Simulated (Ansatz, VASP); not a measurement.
**One calculation of SiO2, two programs**

```xyz
6
Lattice="4.1658 0.0000 0.0000 0.0000 4.1658 0.0000 0.0000 0.0000 2.2241" Properties=species:S:1:pos:R:3 pbc="T T T"
Si    2.0829    2.0829    1.1121
Si    0.0000    0.0000    0.0000
O     2.8929    2.8929    0.0000
O     0.8099    3.3559    1.1121
O     1.2730    1.2730    0.0000
O     3.3559    0.8099    1.1121
```

Alike in both runs: task single point; functional LDA; k mesh 6 × 6 × 10; occupations gaussian, width 0.05 eV; no spin polarisation.

```csv
,VASP,Ansatz
version,VASP 6.6.1,Ansatz 0.2.0
potentials or method,"VASP PAW LDA potentials, release 64 (Si, O), cutoff 520 eV","scalar-relativistic, plane waves, PAW"
valence electrons in the cell,32,32
```

Ansatz gave:

```
gap on the k mesh at the Fermi level (eV) : 8.46
least direct gap on the mesh (eV)         : 8.46
rms of the force components (eV/Å)        : 0.782
```

Q: What did VASP give for the same quantities?

A: gap on the k mesh at the Fermi level (eV): 8.42; least direct gap on the mesh (eV): 8.42; rms of the force components (eV/Å): 0.854.

Ansatz warns that its potentials were made for another functional, while VASP's fit it. LDA's correlation is that of Perdew and Zunger in VASP and of Perdew and Wang (1992) in Ansatz. Atom by atom the forces differ by 0.071 eV/Å (rms over components).
